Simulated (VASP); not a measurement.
# AlN (Fm-3m) in VASP: a series of runs, part 2 of 2

VASP 6.6.1. Earlier steps stand in the parts before.

## 3. Single point, PBEsol

This run uses another cell than the first one, of 8.17 Å³/atom, 1.122 times its volume.

The input, INCAR:

```
SYSTEM = AlN
PREC     = Accurate       ! precision mode
ENCUT    = 520            ! plane-wave cutoff, eV
EDIFF    = 1E-6           ! SCF threshold, eV
ISMEAR   = 0              ! smearing method
SIGMA    = 0.05           ! smearing width, eV
LREAL    = .FALSE.        ! projectors in reciprocal space
LASPH    = .TRUE.         ! aspherical terms in the spheres
NELM     = 60             ! most SCF steps
ALGO     = Normal         ! electronic algorithm
ISIF     = 2              ! what is computed and relaxed
LWAVE    = .FALSE.        ! write WAVECAR
LCHARG   = .TRUE.         ! write CHGCAR
GGA      = PS             ! functional
LELF     = .TRUE.         ! ELF
LVHAR    = .TRUE.       
NBANDS   = 11             ! bands
```

The input, KPOINTS:

```
regular mesh
0
G
  10 10 10
  0 0 0
```

The input, POSCAR:

```
AlN
1.0
    0.0000000000      2.0141116936      2.0141116936
    2.0141116936      0.0000000000      2.0141116936
    2.0141116936      2.0141116936      0.0000000000
Al N
1 1
Direct
    0.5000000000      0.5000000000      0.5000000000
    0.0000000000      0.0000000000      0.0000000000
```

Potentials or basis: VASP PAW PBE potentials, release 64 (Al, N).

Launch:

```bash
$ cat potpaw_PBE.64/Al/POTCAR potpaw_PBE.64/N/POTCAR > POTCAR
$ mpirun -np 1 vasp_std > vasp.out
```

OUTCAR:

```text
SYSTEM = AlN
   PREC = Accurate
   ENCUT = 520
   EDIFF = 1E-6
   ISMEAR = 0
   LREAL = .FALSE.
   LASPH = .TRUE.
   NELM = 60
   ISIF = 2
   GGA = PS

 ion  position               nearest neighbor table
   1  0.500  0.500  0.500-   2 2.01   2 2.01   2 2.01   2 2.01   2 2.01   2 2.01
   2  0.000  0.000  0.000-   1 2.01   1 2.01   1 2.01   1 2.01   1 2.01   1 2.01

  LATTYP: Found a face centered cubic cell.
 ALAT       =     4.0282233872

  Lattice vectors:

 A1 = (   0.0000000000,   2.0141116936,   2.0141116936)
 A2 = (   2.0141116936,   0.0000000000,   2.0141116936)
 A3 = (   2.0141116936,   2.0141116936,   0.0000000000)

Analysis of symmetry for initial positions (statically):
=====================================================================
 Subroutine PRICEL returns:
 Original cell was already a primitive cell.

 Routine SETGRP: Setting up the symmetry group for a
 face centered cubic supercell.

 Subroutine GETGRP returns: Found 48 space group operations
 (whereof 48 operations were pure point group operations)
 out of a pool of 48 trial point group operations.

The static configuration has the point symmetry O_h .

Analysis of symmetry for dynamics (positions and initial velocities):
=====================================================================
 Subroutine PRICEL returns:
 Original cell was already a primitive cell.

 Routine SETGRP: Setting up the symmetry group for a
 face centered cubic supercell.

 Subroutine GETGRP returns: Found 48 space group operations
 (whereof 48 operations were pure point group operations)
 out of a pool of 48 trial point group operations.

The dynamic configuration has the point symmetry O_h .

 Subroutine INISYM returns: Found 48 space group operations
 (whereof 48 operations are pure point group operations),
 and found     1 'primitive' translations

----------------------------------------------------------------------------------------

                                     Primitive cell

  volume of cell :      16.3411
[... 117 lines left out ...]
   IVDW    =     0    specifies the selected vdW correction
   LEPSILON=     F    determine dielectric tensor
   LRPA    =     F    only Hartree local field effects (RPA)
 non-spin polarized calculation
 Gauss-broadening in eV      SIGMA  =   0.05
  energy-cutoff  :      520.00
  volume of cell :       16.34
 maximum number of plane-waves:       459
 NGX is ok and might be reduce to    24
   NGX = 11   NGY = 11   NGZ = 11

 number of electron       7.9999999 magnetization

 Free energy of the ion-electron system (eV)
  ---------------------------------------------------
  ext. energy  EPLUGINS =         0.00000000
  ---------------------------------------------------
  free energy    TOTEN  =       -15.44665848 eV

  energy without entropy =      -15.44665848  energy(sigma->0) =      -15.44665848

 E-fermi :  10.2662     XC(G=0): -12.5053

 val. band max:       10.0324729639   @ k =   0.0000   0.0000   0.0000
 cond. band min:      14.6947246160   @ k =   0.5000   0.5000   0.0000
 fundamental gap:      4.6622516521
 Fermi energy:        10.2662057106

 k-point     1 :       0.0000    0.0000    0.0000
  band No.  band energies     occupation
      1      -7.6203      2.00000
      2      10.0325      2.00000
      3      10.0325      2.00000
      4      10.0325      2.00000
      5      15.8641      0.00000
      6      22.0936      0.00000
      7      22.0936      0.00000
      8      22.0936      0.00000
      9      27.2032      0.00000
     10      27.8024      0.00000
     11      27.8024      0.00000
[... 309 lines left out ...]
 k-point    24 :       0.4000    0.3000    0.0000
  band No.  band energies     occupation
      1      -4.5403      2.00000
      2       4.1042      2.00000
      3       7.1739      2.00000
      4       7.7052      2.00000
      5      16.1556      0.00000
      6      16.8854      0.00000
      7      22.2979      0.00000
      8      25.6885      0.00000
      9      26.4637      0.00000
     10      31.8846      0.00000
     11      34.8483      0.00000

 [... further k-points ...]

------------------------ aborting loop because EDIFF is reached ----------------------------------------

  FORCE on cell =-STRESS in cart. coord.  units (eV):
  Direction    XX          YY          ZZ          XY          YZ          ZX
  --------------------------------------------------------------------------------------
  -------------------------------------------------------------------------------------
  Total        0.3383703      0.3383703      0.3383703     -0.0000000      0.0000000     -0.0000000
  in kB       33.1758576     33.1758576     33.1758576     -0.0000000      0.0000000     -0.0000000
  external PRESSURE =      33.1758576 kB  Pullay stress =       0.0000000 kB

 VOLUME and BASIS-vectors are now :
 -----------------------------------------------------------------------------
  energy-cutoff  :      520.00
  volume of cell :       16.34
      direct lattice vectors                 reciprocal lattice vectors
     0.000000000  2.014111694  2.014111694    -0.248248397  0.248248397  0.248248397
     2.014111694  0.000000000  2.014111694     0.248248397 -0.248248397  0.248248397
     2.014111694  2.014111694  0.000000000     0.248248397  0.248248397 -0.248248397

 POSITION                                       TOTAL-FORCE (eV/Angst)
 -----------------------------------------------------------------------------------
      2.01411      2.01411      2.01411         0.000000     -0.000000     -0.000000
      0.00000      0.00000      0.00000        -0.000000      0.000000      0.000000
 -----------------------------------------------------------------------------------
    total drift:                                0.000000     -0.000000     -0.000000

  FREE ENERGIE OF THE ION-ELECTRON SYSTEM (eV)
  ---------------------------------------------------
  free  energy   TOTEN  =       -15.4466584812 eV

  energy  without entropy=      -15.4466584812  energy(sigma->0) =      -15.44665848
```

Run time: 9.1 s. Hardware: 1 thread of AMD EPYC 7R43 (Zen 3), shared host; peak memory 0.1 GiB.

Results:

| Quantity | Value |
| --- | --- |
| Free energy | -15.4467 eV |
| Pressure | 3.3 GPa |
| Band gap on the k mesh | 4.66 eV, indirect (least direct gap 5.83 eV) |

Caveat: the PAW data sets were made with another functional, which shifts forces and pressure a little. Expect the measured gap to be larger: semilocal functionals such as PBEsol lack the derivative discontinuity.

## 4. Single point, PBEsol

This run uses another cell than the first one, of 8.27 Å³/atom, 1.136 times its volume.

The input, INCAR:

```
SYSTEM = AlN
PREC     = Accurate       ! precision mode
ENCUT    = 520            ! plane-wave cutoff, eV
EDIFF    = 1E-7           ! SCF threshold, eV
ISMEAR   = 0              ! smearing method
SIGMA    = 0.05           ! smearing width, eV
LREAL    = .False.        ! projectors in reciprocal space
LASPH    = .True.         ! aspherical terms in the spheres
NELM     = 100            ! most SCF steps
ALGO     = Normal         ! electronic algorithm
ISIF     = 2              ! what is computed and relaxed
LWAVE    = .False.        ! write WAVECAR
LCHARG   = .True.         ! write CHGCAR
GGA      = PS             ! functional
LELF     = .True.         ! ELF
LVHAR    = .True.       
NBANDS   = 11             ! bands
```

The input, KPOINTS:

```
Automatic mesh
0
Gamma
  10 10 10
  0 0 0
```

The input, POSCAR:

```
AlN
1.0
    0.0000000000      2.0225816012      2.0225816012
    2.0225816012      0.0000000000      2.0225816012
    2.0225816012      2.0225816012      0.0000000000
Al N
1 1
Direct
    0.5000000000      0.5000000000      0.5000000000
    0.0000000000      0.0000000000      0.0000000000
```

Potentials or basis: VASP PAW PBE potentials, release 64 (Al, N).

Launch:

```bash
$ cat potpaw_PBE.64/Al/POTCAR potpaw_PBE.64/N/POTCAR > POTCAR
$ mpirun -np 1 vasp_std > vasp.out
```

OUTCAR:

```text
SYSTEM = AlN
   PREC = Accurate
   ENCUT = 520
   EDIFF = 1E-7
   ISMEAR = 0
   LREAL = .False.
   LASPH = .True.
   NELM = 100
   ISIF = 2
   GGA = PS

 ion  position               nearest neighbor table
   1  0.500  0.500  0.500-   2 2.02   2 2.02   2 2.02   2 2.02   2 2.02   2 2.02
   2  0.000  0.000  0.000-   1 2.02   1 2.02   1 2.02   1 2.02   1 2.02   1 2.02

  LATTYP: Found a face centered cubic cell.
 ALAT       =     4.0451632024

  Lattice vectors:

 A1 = (   0.0000000000,   2.0225816012,   2.0225816012)
 A2 = (   2.0225816012,   0.0000000000,   2.0225816012)
 A3 = (   2.0225816012,   2.0225816012,   0.0000000000)

Analysis of symmetry for initial positions (statically):
=====================================================================
 Subroutine PRICEL returns:
 Original cell was already a primitive cell.

 Routine SETGRP: Setting up the symmetry group for a
 face centered cubic supercell.

 Subroutine GETGRP returns: Found 48 space group operations
 (whereof 48 operations were pure point group operations)
 out of a pool of 48 trial point group operations.

The static configuration has the point symmetry O_h .

Analysis of symmetry for dynamics (positions and initial velocities):
[... 174 lines left out ...]
      6      21.8899      0.00000
      7      21.8899      0.00000
      8      21.8899      0.00000
      9      26.9652      0.00000
     10      27.5462      0.00000
     11      27.5462      0.00000
[... 309 lines left out ...]
 k-point    24 :       0.4000    0.3000    0.0000
  band No.  band energies     occupation
      1      -4.6313      2.00000
      2       3.9911      2.00000
      3       7.0448      2.00000
      4       7.5696      2.00000
      5      15.9206      0.00000
      6      16.6689      0.00000
      7      21.9898      0.00000
      8      25.3676      0.00000
      9      26.1268      0.00000
     10      31.5813      0.00000
     11      34.4946      0.00000

 [... further k-points ...]

------------------------ aborting loop because EDIFF is reached ----------------------------------------

  FORCE on cell =-STRESS in cart. coord.  units (eV):
  Direction    XX          YY          ZZ          XY          YZ          ZX
  --------------------------------------------------------------------------------------
  -------------------------------------------------------------------------------------
  Total       -0.0078285     -0.0078285     -0.0078285     -0.0000000     -0.0000000      0.0000000
  in kB       -0.7579547     -0.7579547     -0.7579547     -0.0000000     -0.0000000      0.0000000
  external PRESSURE =      -0.7579547 kB  Pullay stress =       0.0000000 kB

 VOLUME and BASIS-vectors are now :
 -----------------------------------------------------------------------------
  energy-cutoff  :      520.00
  volume of cell :       16.55
      direct lattice vectors                 reciprocal lattice vectors
     0.000000000  2.022581601  2.022581601    -0.247208815  0.247208815  0.247208815
     2.022581601  0.000000000  2.022581601     0.247208815 -0.247208815  0.247208815
     2.022581601  2.022581601  0.000000000     0.247208815  0.247208815 -0.247208815

 POSITION                                       TOTAL-FORCE (eV/Angst)
 -----------------------------------------------------------------------------------
      2.02258      2.02258      2.02258         0.000000      0.000000      0.000000
      0.00000      0.00000      0.00000         0.000000      0.000000     -0.000000
 -----------------------------------------------------------------------------------
    total drift:                                0.000000     -0.000000     -0.000000

  FREE ENERGIE OF THE ION-ELECTRON SYSTEM (eV)
  ---------------------------------------------------
  free  energy   TOTEN  =       -15.4489041950 eV

  energy  without entropy=      -15.4489041950  energy(sigma->0) =      -15.44890419
```

stdout:

```text
POSCAR found type information on POSCAR AlN
 POSCAR found :  2 types and       2 ions
 scaLAPACK will be used
 -----------------------------------------------------------------------------
|                                                                             |
|                                                                             |
|     You enforced a specific xc type in the INCAR file but a different       |
|     I HOPE YOU KNOW WHAT YOU ARE DOING!                                     |
|                                                                             |
 -----------------------------------------------------------------------------

 LDA part: xc-table for (Slater+PW92), standard interpolation
 POSCAR, INCAR and KPOINTS ok, starting setup
 FFT: planning ... GRIDC
 FFT: planning ... GRID_SOFT
 FFT: planning ... GRID
 WAVECAR not read
 entering main loop
```

Run time: 10 s. Hardware: 1 thread of AMD EPYC 7R43 (Zen 3), shared host; peak memory 0.1 GiB.

Results:

```yaml
Free_energy: -15.4489 eV
Pressure: -0.1 GPa
Band_gap_on_the_k_mesh: 4.54 eV, indirect (least direct gap 5.65 eV)
```

Caveat: the PAW data sets were made with another functional, which shifts forces and pressure a little. As with any semilocal functional, this PBEsol gap is likely too small.

## 5. Summary

| cell | gap on the mesh (eV) | pressure (GPa) |
| --- | --- | --- |
| a = 2.741 Å, angles 60.0°, 2 atoms | 4.88 | 43.3 |
| a = 2.848 Å, angles 60.0°, 2 atoms | 4.66 | 3.3 |
| a = 2.860 Å, angles 60.0°, 2 atoms | 4.54 | -0.1 |

Alike in all rows: task single point; level PBEsol; potentials or basis VASP PAW PBE potentials, release 64 (Al, N); no spin polarisation; k mesh 10 × 10 × 10; cutoff (eV) 520; smearing gaussian 0.05 eV.

Caveats: the PAW data sets were made with another functional, which shifts forces and pressure a little.

Total energies depend on the potentials used, so only differences within one code and one set of settings carry meaning.
